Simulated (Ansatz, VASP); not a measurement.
# One calculation of Pt, two programs

File INCAR:

```
PREC = Accurate
ENCUT = 520
EDIFF = 1E-6
ISMEAR = 0
SIGMA = 0.1
LREAL = F
LASPH = T
NELM = 80
ALGO = Fast
ISIF = 2
LWAVE = F
LCHARG = F
GGA = PE
NBANDS = 11
```

Contents of KPOINTS:

```
Automatic mesh
0
Gamma
  18 18 18
```

POSCAR

```
Pt
1.0
    0.0000000000      2.0491348481      2.0491348481
    2.0491348481      0.0000000000      2.0491348481
    2.0491348481      2.0491348481      0.0000000000
Pt
1
Direct
    0.0000000000      0.0000000000      0.0000000000
```

Input for Ansatz:

```yaml
crystal:
  lattice:
    - [0.0, 2.0491348481, 2.0491348481]
    - [2.0491348481, 0.0, 2.0491348481]
    - [2.0491348481, 2.0491348481, 0.0]
  atoms:
    - { symbol: Pt, position: [0.0, 0.0, 0.0] }
basis:
  ecutwfc: 420
kpoints:
  mp_grid: { grid: [18, 18, 18] }
hamiltonian:
  xc: pbe
scf:
  occupations: { method: gaussian, width: 0.1 }
output:
  forces: true
  stress: true
  eigenvalues: true
  write_density: true
  write_potential: true
  elf: true
  volumetric_format: npy
```

Alike in both runs: task single point; functional PBE; k mesh 18 × 18 × 18; occupations gaussian, width 0.1 eV; no spin polarisation.

|  | VASP | Ansatz |
| --- | --- | --- |
| version | VASP 6.6.1 | Ansatz 0.2.0 |
| potentials or method | VASP PAW PBE potentials, release 64 (Pt), cutoff 520 eV | scalar-relativistic, plane waves, PAW |
| valence electrons in the cell | 10 | 18 |

VASP gave:

| Item | Value |
| --- | --- |
| gap on the k mesh at the Fermi level (eV) | none |
| pressure (GPa) | -18.4 |

Q: What did Ansatz give for the same quantities?

A: gap on the k mesh at the Fermi level (eV): none; pressure (GPa): -18.1.

A gap of «none» marks a metal or a gap that the smearing closes. VASP's potentials hold 10 valence electrons a cell and Ansatz's 18, so a difference there can come from the potentials and not from the codes.

Neither program's run includes spin-orbit coupling.
